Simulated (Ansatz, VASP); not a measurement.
MoS in VASP and in Ansatz

The input INCAR:

```
  PREC = Accurate
  ENCUT = 520
  EDIFF = 1E-6
  ISMEAR = 0
  SIGMA = 0.1
  LREAL = False
  LASPH = True
  NELM = 100
  ALGO = Normal
  ISIF = 2
  LWAVE = False
  LCHARG = False
  GGA = PE
  NBANDS = 17
```

KPOINTS

```
Automatic mesh
0
Gamma
  14 14 14
```

Contents of POSCAR:

```
MoS
1.0
    0.0000000000      2.4784774199      2.4784774199
    2.4784774199      0.0000000000      2.4784774199
    2.4784774199      2.4784774199      0.0000000000
Mo S
1 1
Direct
    0.0000000000      0.0000000000      0.0000000000
    0.5000000000      0.5000000000      0.5000000000
```

Input for Ansatz:

```yaml
crystal:
  lattice:
    - [0.0, 2.4784776114, 2.4784776114]
    - [2.4784776114, 0.0, 2.4784776114]
    - [2.4784776114, 2.4784776114, 0.0]
  atoms:
    - { symbol: Mo, position: [0.0, 0.0, 0.0] }
    - { symbol: S, position: [0.5, 0.5, 0.5] }
basis:
  ecutwfc: 420
kpoints:
  mp_grid: { grid: [14, 14, 14] }
hamiltonian:
  xc: pbe
scf:
  occupations: { method: gaussian, width: 0.1 }
  lower_state_search: "off"
output:
  forces: true
  stress: true
  eigenvalues: true
```

Alike in both runs: task single point; functional PBE; k mesh 14 × 14 × 14; occupations gaussian, width 0.1 eV; no spin polarisation.

|  | VASP | Ansatz |
| --- | --- | --- |
| version | VASP 6.6.1 | Ansatz 0.2.0 |
| potentials or method | VASP PAW PBE potentials, release 64 (Mo_sv, S), cutoff 520 eV | scalar-relativistic, plane waves, PAW |
| valence electrons in the cell | 20 | 20 |

```csv
,VASP,Ansatz,Ansatz less VASP
gap on the k mesh at the Fermi level (eV),none,none,-
pressure (GPa),0.1,0.0,-0.09
```

A gap of «none» marks a metal or a gap that the smearing closes.
